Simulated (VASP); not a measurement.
# Hf4C3 (I-43m) in VASP: a series of runs

The runs below take Hf4C3 through relaxation of cell and atoms, single point, with PBE.

Program: VASP 6.6.1. These are calculated values, not measurements. Logs are shortened: lines on timing, memory, paths and dates and some standing lists are left out, and cuts for length are marked.

### 1 The cell of the first run

Symmetry: I-43m, No. 217, cubic system. The conventional cell has a = 4.937 Å, b = 4.937 Å, c = 4.937 Å, α = 90.00°, β = 90.00°, γ = 90.00°. Within 2.6 Å of Hf (site symmetry 3m) lie 3 Hf at 1.98 Å and 6 C at 2.03 to 2.60 Å. C (site symmetry -42m) has 8 Hf at 2.03 to 2.60 Å and 4 C at 2.47 Å within 2.7 Å.

### 2 Relaxation of cell and atoms, PBE

INCAR

```
ALGO     = Normal         # electronic algorithm
EDIFF    = 1E-7           # SCF threshold, eV
EDIFFG   = -0.04          # ionic threshold
ENCUT    = 600            # plane-wave cutoff, eV
GGA      = PE             # functional
IBRION   = 2              # ionic algorithm
ISIF     = 3              # what is computed and relaxed
ISMEAR   = 0              # smearing method
LASPH    = True           # aspherical terms in the spheres
LCHARG   = False          # write CHGCAR
LREAL    = False          # projectors in reciprocal space
LWAVE    = False          # write WAVECAR
NELM     = 100            # most SCF steps
NSW      = 90             # ionic steps
PREC     = Accurate       # precision mode
SIGMA    = 0.1            # smearing width, eV
```

KPOINTS

```
k-points
0
Gamma
  6 6 6
```

POSCAR

```
Hf4C3
1.0
   -2.4682831900      2.4682831900      2.4682831900
    2.4682831900     -2.4682831900      2.4682831900
    2.4682831900      2.4682831900     -2.4682831900
Hf C
4 3
Direct
    0.2838667800      0.2838667800      0.2838667800
    0.0000000000      0.0000000000      0.7161332200
    0.0000000000      0.7161332200      0.0000000000
    0.7161332200      0.0000000000      0.0000000000
    0.0000000000      0.5000000000      0.5000000000
    0.5000000000      0.0000000000      0.5000000000
    0.5000000000      0.5000000000      0.0000000000
```

Potentials or basis: VASP PAW PBE potentials, release 64 (Hf_pv, C).

Launch:

```bash
> cat potpaw_PBE.64/Hf_pv/POTCAR potpaw_PBE.64/C/POTCAR > POTCAR
> mpirun -np 1 vasp_std > vasp.out
```

OUTCAR:

```text
EDIFF = 1E-7
   EDIFFG = -0.04
   ENCUT = 600
   GGA = PE
   IBRION = 2
   ISIF = 3
   ISMEAR = 0
   LASPH = True
   LREAL = False
   NELM = 100
   NSW = 90
   PREC = Accurate

 ion  position               nearest neighbor table
   1  0.284  0.284  0.284-   3 1.98   4 1.98   2 1.98   5 2.03   6 2.03   7 2.03   5 2.60   6 2.60
                             7 2.60   4 2.89   3 2.89   2 2.89   2 2.89   3 2.89   4 2.89   3 3.80
   2  0.000  0.000  0.716-   1 1.98   3 1.98   4 1.98   7 2.03   5 2.03   6 2.03   6 2.60   5 2.60
                             7 2.60   3 2.89   4 2.89   1 2.89   3 2.89   1 2.89   4 2.89   1 3.80
   3  0.000  0.716  0.000-   1 1.98   2 1.98   4 1.98   6 2.03   5 2.03   7 2.03   5 2.60   7 2.60
                             6 2.60   1 2.89   2 2.89   4 2.89   4 2.89   1 2.89   2 2.89   2 3.80
   4  0.716  0.000  0.000-   1 1.98   2 1.98   3 1.98   5 2.03   6 2.03   7 2.03   6 2.60   7 2.60
                             5 2.60   1 2.89   3 2.89   1 2.89   2 2.89   3 2.89   2 2.89   2 3.80
   5  0.000  0.500  0.500-   1 2.03   2 2.03   3 2.03   4 2.03   3 2.60   2 2.60   4 2.60   1 2.60

   6  0.500  0.000  0.500-   1 2.03   2 2.03   4 2.03   3 2.03   4 2.60   2 2.60   3 2.60   1 2.60

   7  0.500  0.500  0.000-   1 2.03   3 2.03   4 2.03   2 2.03   4 2.60   3 2.60   2 2.60   1 2.60

  LATTYP: Found a body centered cubic cell.
 ALAT       =     4.9365663800

  Lattice vectors:

 A1 = (  -2.4682831900,   2.4682831900,   2.4682831900)
 A2 = (   2.4682831900,  -2.4682831900,   2.4682831900)
 A3 = (   2.4682831900,   2.4682831900,  -2.4682831900)

Analysis of symmetry for initial positions (statically):
=====================================================================
 Subroutine PRICEL returns:
 Original cell was already a primitive cell.

 Routine SETGRP: Setting up the symmetry group for a
 body centered cubic supercell.

 Subroutine GETGRP returns: Found 24 space group operations
 (whereof 24 operations were pure point group operations)
 out of a pool of 48 trial point group operations.

The static configuration has the point symmetry T_d .

Analysis of symmetry for dynamics (positions and initial velocities):
=====================================================================
 Subroutine PRICEL returns:
 Original cell was already a primitive cell.

 Routine SETGRP: Setting up the symmetry group for a
 body centered cubic supercell.

 Subroutine GETGRP returns: Found 24 space group operations
 (whereof 24 operations were pure point group operations)
 out of a pool of 48 trial point group operations.

The dynamic configuration has the point symmetry T_d .

 Subroutine INISYM returns: Found 24 space group operations
 (whereof 24 operations are pure point group operations),
 and found     1 'primitive' translations

----------------------------------------------------------------------------------------

[... 83 lines left out ...]
 SYSTEM =  unknown system
   PREC   = accura    normal or accurate (medium, high low for compatibility)
   ISTART =      0    job   : 0-new  1-cont  2-samecut
   ICHARG =      2    charge: 1-file 2-atom 10-const
   ISPIN  =      1    spin polarized calculation?
   LNONCOLLINEAR =      F non collinear calculations
   LSORBIT =      F    spin-orbit coupling
   LASPH  =      T    aspherical Exc in radial PAW
   ENCUT  =  600.0 eV  44.10 Ry    6.64 a.u.   8.54  8.54  8.54*2*pi/ulx,y,z
   NELM   =    100;   NELMIN=  2; NELMDL= -5     # of ELM steps
   EDIFF  = 0.1E-06   stopping-criterion for ELM
   LREAL  =      F    real-space projection
   EDIFFG = -.4E-01   stopping-criterion for IOM
   NSW    =     90    number of steps for IOM
   IBRION =      2    ionic relax: 0-MD 1-quasi-New 2-CG
   NFREE  =      1    steps in history (QN), initial steepest desc. (CG)
   ISIF   =      3    stress and relaxation
   ISYM   =      2    0-nonsym 1-usesym 2-fastsym
   POTIM  = 0.5000    time-step for ionic-motion
   TEBEG  =    0.0;   TEEND  =   0.0 temperature during run
   PSTRESS=    0.0 pullay stress
   NELECT =      52.0000    total number of electrons
   NUPDOWN=      -1.0000    fix difference up-down
   EMIN   =  10.00;   EMAX   =-10.00  energy-range for DOS
   EFERMI =   0.00;   METHOD = LEGACY
   ISMEAR =     0;   SIGMA  =   0.10  broadening in eV -4-tet -1-fermi 0-gaus
   EFERMI_NEDOS =   21; number of points for ismear=-14 and -15
   IALGO  =     38    algorithm
   IMIX   =      4    mixing-type and parameters
     AMIX     =   0.40;   BMIX     =  1.00
     AMIX_MAG =   1.60;   BMIX_MAG =  1.00
  volume/ion in A,a.u.               =       8.59        57.99
  Fermi-wavevector in a.u.,A,eV,Ry     =   1.559532  2.947088 33.091275  2.432140
  Thomas-Fermi vector in A             =   2.662877
   LORBIT       =      0    0 simple, 1 ext, 2 COOP (PROOUT), +10 PAW based schemes
   GGA     = PE    functional components
   LHFCALC =     F    Hartree Fock is set to
   AEXX    =    0.0000 exact exchange contribution
   IVDW    =     0    specifies the selected vdW correction
   LEPSILON=     F    determine dielectric tensor
   LRPA    =     F    only Hartree local field effects (RPA)
 conjugate gradient relaxation of ions
 non-spin polarized calculation
 Gauss-broadening in eV      SIGMA  =   0.10
  energy-cutoff  :      600.00
  volume of cell :       60.15
 maximum number of plane-waves:      2022
 NGX is ok and might be reduce to    36
   NGX = 17   NGY = 17   NGZ = 17

--------------------------------------- Ionic step        1  -------------------------------------------

 number of electron      52.0000001 magnetization

 Free energy of the ion-electron system (eV)
  ---------------------------------------------------
  ext. energy  EPLUGINS =         0.00000000
  ---------------------------------------------------
  free energy    TOTEN  =       -23.14597864 eV

  energy without entropy =      -23.12805304  energy(sigma->0) =      -23.13701584

 E-fermi :  10.8488     XC(G=0): -14.5330

 val. band max:       10.8451331154   @ k =   0.5000   0.0000   0.0000
 cond. band min:      10.9230782601   @ k =   0.5000   0.0000   0.0000
 fundamental gap:      0.0779451447
 Fermi energy:        10.8487723353
[... 1763 lines left out ...]
     30       5.1175      0.00000
     31       5.1327      0.00000

[... ionic steps 4 to 13 ...]

--------------------------------------- Ionic step       14  -------------------------------------------

 number of electron      51.9999992 magnetization

------------------------ aborting loop because EDIFF is reached ----------------------------------------
[... 77 lines left out ...]
--------------------------------------- Ionic step       16  -------------------------------------------

 number of electron      51.9999995 magnetization

 Free energy of the ion-electron system (eV)
  ---------------------------------------------------
  ext. energy  EPLUGINS =         0.00000000
  ---------------------------------------------------
  free energy    TOTEN  =       -68.01972745 eV

  energy without entropy =      -68.00578622  energy(sigma->0) =      -68.01275684

 E-fermi :   6.5674     XC(G=0): -12.3675

 val. band max:        6.3732617089   @ k =  -0.3333   0.5000   0.1667
 cond. band min:       6.5735660049   @ k =   0.0000   0.0000   0.0000
 fundamental gap:      0.2003042960
 Fermi energy:         6.5673654639
[... 576 lines left out ...]
  FREE ENERGIE OF THE ION-ELECTRON SYSTEM (eV)
  ---------------------------------------------------
  free  energy   TOTEN  =       -68.0197274499 eV

  energy  without entropy=      -68.0057862209  energy(sigma->0) =      -68.01275684

 reached required accuracy - stopping structural energy minimisation
```

OSZICAR:

```text
N       E                     dE             d eps       ncg     rms          rms(c)
DAV:   1     0.331398206100E+03    0.33140E+03   -0.33102E+04   992   0.195E+03
DAV:   2    -0.112038017932E+02   -0.34260E+03   -0.33448E+03  1233   0.465E+02
DAV:   3    -0.278741323119E+02   -0.16670E+02   -0.16357E+02  1259   0.723E+01
[... 233 lines left out ...]
DAV:   4    -0.680197253934E+02   -0.64952E-05   -0.37697E-05  1228   0.317E-02    0.815E-02
DAV:   5    -0.680197272453E+02   -0.18518E-05   -0.16118E-05  1287   0.186E-02    0.676E-03
DAV:   6    -0.680197272729E+02   -0.27587E-07   -0.11425E-06  1140   0.498E-03    0.565E-03
DAV:   7    -0.680197275068E+02   -0.23392E-06   -0.13339E-07   686   0.248E-03    0.237E-03
DAV:   8    -0.680197274499E+02    0.56861E-07   -0.21537E-08   601   0.858E-04
  16 F= -.68019727E+02 E0= -.68012757E+02  d E =-.722218E-02
```

CONTCAR:

```text
Hf4C3
   1.00000000000000
    -2.8556804464348802    2.8556804464348802    2.8556804464348802
     2.8556804464348802   -2.8556804464348802    2.8556804464348802
     2.8556804464348802    2.8556804464348802   -2.8556804464348802
  Hf              C
     4     3
Direct
     0.6138629395261334    0.6138629395261332    0.6138629395261334
     0.0000000000000000    0.0000000000000000    0.3861370604738668
     0.0000000000000000    0.3861370604738668    0.0000000000000000
     0.3861370604738668    0.0000000000000000    0.0000000000000000
     0.0000000000000000    0.5000000000000000    0.5000000000000000
     0.4999999999999999    0.0000000000000000    0.5000000000000000
     0.4999999999999999    0.5000000000000000    0.0000000000000000

  0.00000000E+00  0.00000000E+00  0.00000000E+00
  0.00000000E+00  0.00000000E+00  0.00000000E+00
  0.00000000E+00  0.00000000E+00  0.00000000E+00
  0.00000000E+00  0.00000000E+00  0.00000000E+00
  0.00000000E+00  0.00000000E+00  0.00000000E+00
  0.00000000E+00  0.00000000E+00  0.00000000E+00
  0.00000000E+00  0.00000000E+00  0.00000000E+00
```

It took 11 min on 1 thread of Intel Xeon Platinum 8259CL at 2.50GHz (Skylake/Cascade Lake), shared host; peak memory 0.23 GiB.

Results:

```
Free energy                            : -68.0197 eV
Relaxed volume                         : 13.31 Å³/atom
Relaxed cell                           : a = 4.946 Å, b = 4.946 Å, c = 4.946 Å, α = 109.47°, β = 109.47°, γ = 109.47°
Space group after relaxing (to 0.05 Å) : I-43m (No. 217)
Energy gained by relaxing              : 6410.5 meV/atom
Ionic steps                            : 16
Pressure after relaxing                : -0.2 GPa
Largest force after relaxing           : 0.006 eV/Å
Band gap on the k mesh                 : zero (band 26 reaches 7.02 eV, above the bottom of band 27 at 6.06 eV)
```

Forces on the atoms (eV/Å):
```
Hf   0.003  0.003  0.003
Hf  -0.003 -0.003  0.003
Hf  -0.003  0.003 -0.003
Hf   0.003 -0.003 -0.003
C    0.000  0.000  0.000
C    0.000  0.000  0.000
C    0.000  0.000  0.000
```

The path:
```tsv
step	energy change (eV)	largest force (eV/Å)	pressure (GPa)	volume (Å³)
1	0.0000	46.4618	316.65	60.15
2	-1.7778	10.2224	-2.37	362.21
3	-10.8181	2.7316	-11.06	302.75
4	-15.0438	0.7052	-16.83	267.63
5	-37.6290	0.4386	-36.30	139.09
6	-42.9042	1.6387	-0.16	94.18
7	-43.1138	1.6641	-12.72	100.77
8	-43.1124	1.6704	-9.97	99.11
9	-43.7303	2.0180	8.96	89.23
10	-43.7309	2.0215	10.27	88.71
11	-44.1955	1.6414	11.34	87.97
12	-44.5547	0.3460	15.26	86.78
13	-44.8653	0.2149	-1.48	93.66
14	-44.8665	0.2312	-0.57	93.22
15	-44.8712	0.1380	-0.41	93.19
16	-44.8737	0.0055	-0.18	93.15
```

Final structure:
```
CELL_PARAMETERS angstrom
-2.85568 2.85568 2.85568
2.85568 -2.85568 2.85568
2.85568 2.85568 -2.85568
ATOMIC_POSITIONS crystal
Hf 0.61386 0.61386 0.61386
Hf 0.00000 0.00000 0.38614
Hf 0.00000 0.38614 0.00000
Hf 0.38614 0.00000 0.00000
C 0.00000 0.50000 0.50000
C 0.50000 0.00000 0.50000
C 0.50000 0.50000 0.00000
```

Caveat: the volume moved by over 15 % at a fixed basis, so the end points are rough; spin-orbit coupling is left out, which moves the levels of the heavy elements.

### 3 Single point, PBE

This run uses another cell than the first one, of 13.37 Å³/atom, 1.556 times its volume.

INCAR

```
  PREC = Accurate
  ENCUT = 520
  EDIFF = 1E-6
  ISMEAR = 0
  SIGMA = 0.1
  LREAL = False
  LASPH = True
  NELM = 60
  ALGO = Normal
  ISIF = 2
  LWAVE = False
  LCHARG = True
  GGA = PE
  LELF = True
  LVHAR = True
  NBANDS = 35
```

KPOINTS

```
Automatic mesh
0
Gamma
  10 10 10
```

POSCAR

```
Hf4C3
1.0
   -2.8601187954      2.8601187954      2.8601187954
    2.8601187954     -2.8601187954      2.8601187954
    2.8601187954      2.8601187954     -2.8601187954
Hf C
4 3
Direct
    0.3865221577      0.3865221577      0.3865221577
    0.0000000000      0.0000000000      0.6134778423
    0.0000000000      0.6134778423      0.0000000000
    0.6134778423      0.0000000000      0.0000000000
    0.0000000000      0.5000000000      0.5000000000
    0.5000000000      0.0000000000      0.5000000000
    0.5000000000      0.5000000000      0.0000000000
```

Potentials or basis: VASP PAW PBE potentials, release 64 (Hf_pv, C).

Launch:

```bash
> cat potpaw_PBE.64/Hf_pv/POTCAR potpaw_PBE.64/C/POTCAR > POTCAR
> mpirun -np 1 vasp_std > vasp.out
```

Wall time 3.2 min (1 thread of Intel Xeon Platinum 8259CL at 2.50GHz (Skylake/Cascade Lake), shared host); peak memory 0.31 GiB.

The run converged. Its results:

```
Free energy            : -68.0207 eV
Pressure               : -1.0 GPa
Largest force          : 0.007 eV/Å
Band gap on the k mesh : zero (band 26 reaches 6.98 eV, above the bottom of band 27 at 5.67 eV)
```

Forces on the atoms (eV/Å):
```
Hf   0.004  0.004  0.004
Hf  -0.004 -0.004  0.004
Hf  -0.004  0.004 -0.004
Hf   0.004 -0.004 -0.004
C    0.000  0.000  0.000
C    0.000  0.000  0.000
C    0.000  0.000  0.000
```

Levels at points of the mesh, in eV from the Fermi level:
```
           k point  band 24  band 25  band 26  band 27  band 28  band 29
(0.00, 0.00, 0.00)    -1.79    -1.79    -0.02    -0.02     1.81     1.81
(0.50, 0.00, 0.00)    -1.88    -1.50    -0.22     0.37     1.21     1.81
(0.50, 0.50, 0.50)    -0.39    -0.39     0.43     0.43     0.43     1.18
```

Caveat: spin-orbit coupling is left out, which moves the levels of the heavy elements.

(Part 1 of 2 ends here.)
